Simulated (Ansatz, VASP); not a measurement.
# Two plane-wave programs on CdS5

```
Cd S
1.0
     0.00000    4.05841    4.05841
     4.05841    0.00000    4.05841
     4.05841    4.05841    0.00000
Cd S
1 5
Direct
  0.00000 0.00000 0.00000
  0.25000 0.25000 0.25000
  0.12776 0.62408 0.62408
  0.62408 0.62408 0.62408
  0.62408 0.62408 0.12776
  0.62408 0.12776 0.62408
```

Change from the starting cell: species swapped into the TmCu5 type (F-43m, No. 216).

Alike in both runs: task relaxation of cell and atoms; functional PBE; k mesh 4 × 4 × 4; occupations gaussian, width 0.1 eV; no spin polarisation.

|  | VASP | Ansatz |
| --- | --- | --- |
| version | VASP 6.6.1 | Ansatz 0.2.0 |
| potentials or method | VASP PAW PBE potentials, release 64 (Cd, S), cutoff 600 eV | scalar-relativistic, plane waves, PAW |
| valence electrons in the cell | 42 | 50 |

|  | VASP | Ansatz | Ansatz less VASP |
| --- | --- | --- | --- |
| gap on the k mesh at the Fermi level, each at its own relaxed structure (eV) | none | none | - |
| relaxed volume (Å³/atom) | 19.42 | 19.39 | -0.028 |
| relaxed cell length with the largest relative difference (Å) | 5.483 | 5.480 | -0.0026 |

A gap of «none» marks a metal or a gap that the smearing closes. VASP's potentials hold 42 valence electrons a cell and Ansatz's 50, so a difference there can come from the potentials and not from the codes.
